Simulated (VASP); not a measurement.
# Te2Mo in VASP: settings compared

The runs below take Te2Mo through single point, with LDA, r2SCAN.

Program: VASP 6.6.1. These are calculated values, not measurements. Logs are shortened: lines on timing, memory, paths and dates and some standing lists are left out, and cuts for length are marked.

### 1 The cell of the first run

The cell holds a slab with vacuum, 3 atoms: a = 3.630 Å, b = 3.630 Å, c = 17.868 Å, α = 90.00°, β = 90.00°, γ = 120.00°.

### 2 Single point, LDA

INCAR

```
ALGO = Normal
EDIFF = 1E-6
ENCUT = 520
GGA = CA
ISIF = 2
ISMEAR = -1
LASPH = True
LCHARG = False
LREAL = False
LWAVE = False
NBANDS = 20
NELM = 80
PREC = Accurate
SIGMA = 0.05
```

KPOINTS

```
k-points
0
Gamma
  9 9 2
```

POSCAR

```
Te2Mo
1.0
    3.6300590280      0.0000000000      0.0000000000
   -1.8150295140      3.1437233354      0.0000000000
    0.0000000000      0.0000000000     17.8677540541
Te Mo
2 1
Direct
    0.3333333333      0.6666666667      0.1021445500
    0.3333333333      0.6666666667      0.8978554500
    0.0000000000      0.0000000000      0.0000000000
```

Potentials or basis: VASP PAW LDA potentials, release 64 (Te, Mo_sv).

Started as:

```console
$ cat potpaw_LDA.64/Te/POTCAR potpaw_LDA.64/Mo_sv/POTCAR > POTCAR
$ mpirun -np 1 vasp_std > vasp.out
```

OUTCAR:

```text
EDIFF = 1E-6
   ENCUT = 520
   GGA = CA
   ISIF = 2
   ISMEAR = -1
   LASPH = True
   LREAL = False
   NELM = 80
   PREC = Accurate

 ion  position               nearest neighbor table
   1  0.333  0.667  0.102-   3 2.78   3 2.78   3 2.78   2 3.65
   2  0.333  0.667  0.898-   3 2.78   3 2.78   3 2.78   1 3.65
   3  0.000  0.000  0.000-   1 2.78   2 2.78   1 2.78   2 2.78   1 2.78   2 2.78

  LATTYP: Found a hexagonal cell.
 ALAT       =     3.6300590280
 C/A-ratio  =     4.9221662558

  Lattice vectors:

 A1 = (   3.6300590280,   0.0000000000,   0.0000000000)
 A2 = (  -1.8150295140,   3.1437233354,   0.0000000000)
 A3 = (   0.0000000000,   0.0000000000,  17.8677540541)

Analysis of symmetry for initial positions (statically):
=====================================================================
 Subroutine PRICEL returns:
 Original cell was already a primitive cell.

 Routine SETGRP: Setting up the symmetry group for a
 hexagonal supercell.

 Subroutine GETGRP returns: Found 12 space group operations
 (whereof 12 operations were pure point group operations)
 out of a pool of 24 trial point group operations.

The static configuration has the point symmetry D_3h.

Analysis of symmetry for dynamics (positions and initial velocities):
=====================================================================
 Subroutine PRICEL returns:
 Original cell was already a primitive cell.

 Routine SETGRP: Setting up the symmetry group for a
 hexagonal supercell.

 Subroutine GETGRP returns: Found 12 space group operations
 (whereof 12 operations were pure point group operations)
 out of a pool of 24 trial point group operations.

The dynamic configuration has the point symmetry D_3h.

 Subroutine INISYM returns: Found 12 space group operations
 (whereof 12 operations are pure point group operations),
 and found     1 'primitive' translations

----------------------------------------------------------------------------------------

                                     Primitive cell

  volume of cell :     203.9050

  direct lattice vectors                    reciprocal lattice vectors
     3.630059028  0.000000000  0.000000000     0.275477614  0.159047075  0.000000000
    -1.815029514  3.143723335  0.000000000     0.000000000  0.318094149  0.000000000
     0.000000000  0.000000000 17.867754054     0.000000000  0.000000000  0.055966743

  length of vectors
     3.630059028  3.630059028 17.867754054     0.318094149  0.318094149  0.055966743

  position of ions in fractional coordinates (direct lattice)
     0.333333333  0.666666667  0.102144550
     0.333333333  0.666666667  0.897855450
     0.000000000  0.000000000  0.000000000

  ion indices of the primitive-cell ions
   primitive index   ion index
                 1           1
                 2           2
                 3           3

----------------------------------------------------------------------------------------

 KPOINTS: k-points

Automatic generation of k-mesh.
 Grid dimensions read from file:
 generate k-points for:    9    9    2

 Generating k-lattice:

  Cartesian coordinates                     Fractional coordinates (reciprocal lattice)
     0.030608624  0.017671897  0.000000000     0.111111111  0.000000000  0.000000000
     0.000000000  0.035343794  0.000000000     0.000000000  0.111111111  0.000000000
     0.000000000  0.000000000  0.027983372     0.000000000  0.000000000  0.500000000

  Length of vectors
     0.035343794  0.035343794  0.027983372

  Shift w.r.t. Gamma in fractional coordinates (k-lattice)
     0.000000000  0.000000000  0.000000000

 Subroutine IBZKPT returns following result:
 ===========================================

 Found     24 irreducible k-points:

 Following reciprocal coordinates:
            Coordinates               Weight
  0.000000  0.000000  0.000000      1.000000
  0.111111 -0.000000  0.000000      6.000000
  0.222222 -0.000000  0.000000      6.000000
  0.333333 -0.000000  0.000000      6.000000
  0.444444 -0.000000  0.000000      6.000000
  0.111111  0.111111  0.000000      6.000000
[... 16 lines left out ...]
  0.333333  0.222222  0.500000     12.000000
  0.333333  0.333333  0.500000      2.000000
   k-points           NKPTS =     24   k-points in BZ     NKDIM =     24   number of bands    NBANDS=     20
   number of dos      NEDOS =    301   number of ions     NIONS =      3
   total plane-waves  NPLWV = 109760
   dimension x,y,z NGX =    28 NGY =   28 NGZ =  140
   dimension x,y,z NGXF=    56 NGYF=   56 NGZF=  280
   ions per type =               2   1
   NGX,Y,Z   is equivalent  to a cutoff of  12.82, 12.82, 13.03 a.u.
   NGXF,Y,Z  is equivalent  to a cutoff of  25.65, 25.65, 26.05 a.u.
 SYSTEM =  unknown system
   PREC   = accura    normal or accurate (medium, high low for compatibility)
   ISTART =      0    job   : 0-new  1-cont  2-samecut
   ICHARG =      2    charge: 1-file 2-atom 10-const
   ISPIN  =      1    spin polarized calculation?
   LNONCOLLINEAR =      F non collinear calculations
   LSORBIT =      F    spin-orbit coupling
   LASPH  =      T    aspherical Exc in radial PAW
   ENCUT  =  520.0 eV  38.22 Ry    6.18 a.u.   6.75  6.75 33.22*2*pi/ulx,y,z
   NELM   =     80;   NELMIN=  2; NELMDL= -5     # of ELM steps
   EDIFF  = 0.1E-05   stopping-criterion for ELM
   LREAL  =      F    real-space projection
   EDIFFG = 0.1E-04   stopping-criterion for IOM
   NSW    =      0    number of steps for IOM
   IBRION =     -1    ionic relax: 0-MD 1-quasi-New 2-CG
   NFREE  =      0    steps in history (QN), initial steepest desc. (CG)
   ISIF   =      2    stress and relaxation
   ISYM   =      2    0-nonsym 1-usesym 2-fastsym
   POTIM  = 0.5000    time-step for ionic-motion
   TEBEG  =    0.0;   TEEND  =   0.0 temperature during run
   PSTRESS=    0.0 pullay stress
   NELECT =      26.0000    total number of electrons
   NUPDOWN=      -1.0000    fix difference up-down
   EMIN   =  10.00;   EMAX   =-10.00  energy-range for DOS
   EFERMI =   0.00;   METHOD = LEGACY
   ISMEAR =    -1;   SIGMA  =   0.05  broadening in eV -4-tet -1-fermi 0-gaus
   EFERMI_NEDOS =   21; number of points for ismear=-14 and -15
   IALGO  =     38    algorithm
   IMIX   =      4    mixing-type and parameters
     AMIX     =   0.40;   BMIX     =  1.00
     AMIX_MAG =   1.60;   BMIX_MAG =  1.00
  volume/ion in A,a.u.               =      67.97       458.67
  Fermi-wavevector in a.u.,A,eV,Ry     =   0.823993  1.557120  9.237862  0.678964
  Thomas-Fermi vector in A             =   1.935600
   LORBIT       =      0    0 simple, 1 ext, 2 COOP (PROOUT), +10 PAW based schemes
   GGA     = CA    functional components
   LHFCALC =     F    Hartree Fock is set to
   AEXX    =    0.0000 exact exchange contribution
   IVDW    =     0    specifies the selected vdW correction
   LEPSILON=     F    determine dielectric tensor
   LRPA    =     F    only Hartree local field effects (RPA)
 non-spin polarized calculation
  energy-cutoff  :      520.00
  volume of cell :      203.91
 maximum number of plane-waves:      5539
 NGX is ok and might be reduce to    28
   NGX = 13   NGY = 13   NGZ = 67

 number of electron      26.0000001 magnetization

 Free energy of the ion-electron system (eV)
  ---------------------------------------------------
  ext. energy  EPLUGINS =         0.00000000
  ---------------------------------------------------
  free energy    TOTEN  =       -20.22437781 eV

  energy without entropy =      -20.22437351  energy(sigma->0) =      -20.22437566

 E-fermi :   0.0915     XC(G=0):  -4.6878

 val. band max:       -0.3895475578   @ k =   0.3333   0.3333   0.5000
 cond. band min:       0.5673741003   @ k =   0.3333   0.3333   0.0000
 fundamental gap:      0.9569216581
 Fermi energy:         0.0915366525

 k-point     1 :       0.0000    0.0000    0.0000
  band No.  band energies     occupation
      1     -60.8007      2.00000
      2     -35.0939      2.00000
      3     -35.0181      2.00000
      4     -35.0181      2.00000
      5     -12.6470      2.00000
      6     -11.7790      2.00000
[... 12 lines left out ...]
     19       4.4803      0.00000
     20       5.0986      0.00000

 k-point     2 :       0.1111   -0.0000    0.0000
  band No.  band energies     occupation
      1     -60.8000      2.00000
      2     -35.0917      2.00000
      3     -35.0288      2.00000
      4     -35.0206      2.00000
      5     -12.4970      2.00000
      6     -11.6747      2.00000
[... 12 lines left out ...]
     19       4.6752      0.00000
     20       5.4563      0.00000

 k-point     3 :       0.2222   -0.0000    0.0000
  band No.  band energies     occupation
      1     -60.7981      2.00000
      2     -35.0859      2.00000
      3     -35.0556      2.00000
      4     -35.0270      2.00000
      5     -12.0771      2.00000
      6     -11.3844      2.00000
[... 12 lines left out ...]
     19       5.2032      0.00000
     20       5.9223      0.00000

 k-point     4 :       0.3333   -0.0000    0.0000
  band No.  band energies     occupation
      1     -60.7960      2.00000
      2     -35.0860      2.00000
      3     -35.0794      2.00000
      4     -35.0342      2.00000
      5     -11.4977      2.00000
      6     -10.9924      2.00000
[... 12 lines left out ...]
     19       5.3672      0.00000
     20       5.7331      0.00000

 k-point     5 :       0.4444   -0.0000    0.0000
  band No.  band energies     occupation
      1     -60.7947      2.00000
      2     -35.1057      2.00000
      3     -35.0751      2.00000
      4     -35.0389      2.00000
      5     -11.0195      2.00000
      6     -10.6825      2.00000
[... 12 lines left out ...]
     19       5.4909      0.00000
     20       5.8268      0.00000

 k-point     6 :       0.1111    0.1111    0.0000
  band No.  band energies     occupation
      1     -60.7987      2.00000
      2     -35.0877      2.00000
      3     -35.0466      2.00000
      4     -35.0260      2.00000
      5     -12.2115      2.00000
      6     -11.4768      2.00000
[... 12 lines left out ...]
     19       5.0413      0.00000
     20       5.8700      0.00000

 k-point     7 :       0.2222    0.1111    0.0000
  band No.  band energies     occupation
      1     -60.7967      2.00000
      2     -35.0815      2.00000
      3     -35.0731      2.00000
      4     -35.0349      2.00000
      5     -11.7061      2.00000
      6     -11.1305      2.00000
[... 12 lines left out ...]
     19       5.6768      0.00000
     20       6.0329      0.00000
[... 277 lines left out ...]
 k-point    20 :       0.3333    0.1111    0.5000
  band No.  band energies     occupation
      1     -60.7950      2.00000
      2     -35.0961      2.00000
      3     -35.0761      2.00000
      4     -35.0429      2.00000
      5     -11.1544      2.00000
      6     -10.7636      2.00000
[... 12 lines left out ...]
     19       5.9724      0.00000
     20       6.0933      0.00000

 k-point    21 :       0.4444    0.1111    0.5000
  band No.  band energies     occupation
      1     -60.7943      2.00000
      2     -35.1051      2.00000
      3     -35.0740      2.00000
      4     -35.0461      2.00000
      5     -10.8911      2.00000
      6     -10.5949      2.00000
[... 12 lines left out ...]
     19       6.2011      0.00000
     20       6.4904      0.00000

 k-point    22 :       0.2222    0.2222    0.5000
  band No.  band energies     occupation
      1     -60.7951      2.00000
      2     -35.0879      2.00000
      3     -35.0765      2.00000
      4     -35.0488      2.00000
      5     -11.2117      2.00000
      6     -10.7963      2.00000
[... 12 lines left out ...]
     19       5.9748      0.00000
     20       6.1814      0.00000

 k-point    23 :       0.3333    0.2222    0.5000
  band No.  band energies     occupation
      1     -60.7941      2.00000
      2     -35.0952      2.00000
      3     -35.0733      2.00000
      4     -35.0603      2.00000
      5     -10.8266      2.00000
      6     -10.5412      2.00000
[... 12 lines left out ...]
     19       5.7295      0.00000
     20       6.5031      0.00000

 k-point    24 :       0.3333    0.3333    0.5000
  band No.  band energies     occupation
      1     -60.7937      2.00000
      2     -35.0868      2.00000
      3     -35.0752      2.00000
      4     -35.0721      2.00000
      5     -10.6903      2.00000
      6     -10.4467      2.00000
[... 12 lines left out ...]
     19       4.5991      0.00000
     20       6.8051      0.00000

------------------------ aborting loop because EDIFF is reached ----------------------------------------

  FORCE on cell =-STRESS in cart. coord.  units (eV):
  Direction    XX          YY          ZZ          XY          YZ          ZX
  --------------------------------------------------------------------------------------
  -------------------------------------------------------------------------------------
  Total       -4.5558758     -4.5558758     -4.0321907      0.0000000      0.0000000      0.0000000
  in kB      -35.7976472    -35.7976472    -31.6828086      0.0000000      0.0000000      0.0000000
  external PRESSURE =     -34.4260343 kB  Pullay stress =       0.0000000 kB

 VOLUME and BASIS-vectors are now :
 -----------------------------------------------------------------------------
  energy-cutoff  :      520.00
  volume of cell :      203.91
      direct lattice vectors                 reciprocal lattice vectors
     3.630059028  0.000000000  0.000000000     0.275477614  0.159047075  0.000000000
    -1.815029514  3.143723335  0.000000000     0.000000000  0.318094149  0.000000000
     0.000000000  0.000000000 17.867754054     0.000000000  0.000000000  0.055966743

 POSITION                                       TOTAL-FORCE (eV/Angst)
 -----------------------------------------------------------------------------------
     -0.00000      2.09582      1.82509        -0.000000     -0.000000     -1.101419
     -0.00000      2.09582     16.04266        -0.000000     -0.000000      1.101419
      0.00000      0.00000      0.00000         0.000000      0.000000      0.000000
 -----------------------------------------------------------------------------------
    total drift:                                0.000000     -0.000000     -0.000000

  FREE ENERGIE OF THE ION-ELECTRON SYSTEM (eV)
  ---------------------------------------------------
  free  energy   TOTEN  =       -20.2243778138 eV

  energy  without entropy=      -20.2243735072  energy(sigma->0) =      -20.22437566
```

Wall time 70 s (1 thread of Intel Xeon 6975P-C (Granite Rapids), shared host); peak memory 0.3 GiB.

Results:

| Quantity | Value |
| --- | --- |
| Free energy | -20.2244 eV |
| Largest force | 1.101 eV/Å |
| Band gap on the k mesh | 0.96 eV |

Forces in eV/Å, atoms in the order of the input:
```
Te   0.000  0.000 -1.101
Te   0.000  0.000  1.101
Mo   0.000  0.000  0.000
```

Levels at points of the mesh, in eV from the valence-band top:
```
           k point  band 11  band 12  band 13  band 14  band 15  band 16
(0.00, 0.00, 0.00)    -0.87    -0.87    -0.33     2.79     2.79     3.03
(0.00, 0.00, 0.50)    -0.87    -0.87    -0.33     2.79     2.79     3.03
```

Caveat: spin-orbit coupling is left out, which moves the levels of the heavy elements.

[end of part 1 of 2]
